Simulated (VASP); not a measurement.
Be: single point with r2SCAN

Crystal: Be.

```xyz
1
Lattice="-1.2502 1.2502 1.2502 1.2502 -1.2502 1.2502 1.2502 1.2502 -1.2502" Properties=species:S:1:pos:R:3 pbc="T T T"
Be    0.0000    0.0000    0.0000
```

This isn't the form of Be at room conditions, which is hcp.

| Quantity | Value |
| --- | --- |
| Program | VASP 6.6.1 |
| Task | single point |
| Functional | r2SCAN |
| Potentials or basis | VASP PAW PBE potentials, release 64 (Be) |
| Cutoff | 520 eV |
| k mesh | 24 × 24 × 24 |
| Occupations | gaussian, width 0.05 eV |
| Spin | no spin polarisation |
| Dipole correction | no |
| Further INCAR settings | ALGO = Normal; EDIFF = 1e-06; NBANDS = 7 |

| Quantity | Value |
| --- | --- |
| Pressure | 0.2 GPa |
| Band gap on the k mesh | zero (bands 1 and 2 overlap by 5.85 eV) |

Levels at points of the mesh, in eV from the Fermi level:
| k point | band 1 | band 2 | band 3 | band 4 |
| --- | --- | --- | --- | --- |
| (0.00, 0.00, 0.00) | -13.32 | 21.03 | 21.03 | 21.03 |
| (0.50, 0.00, 0.00) | -5.69 | 0.19 | 13.29 | 16.63 |
| (0.50, 0.50, 0.50) | 4.28 | 4.28 | 4.28 | 9.99 |

It took 41 s on 1 thread of Intel Xeon 8259CL, with other jobs on the host, peak memory 0.13 GiB.

Caveat: the PAW data sets were made with another functional, which shifts forces and pressure a little.
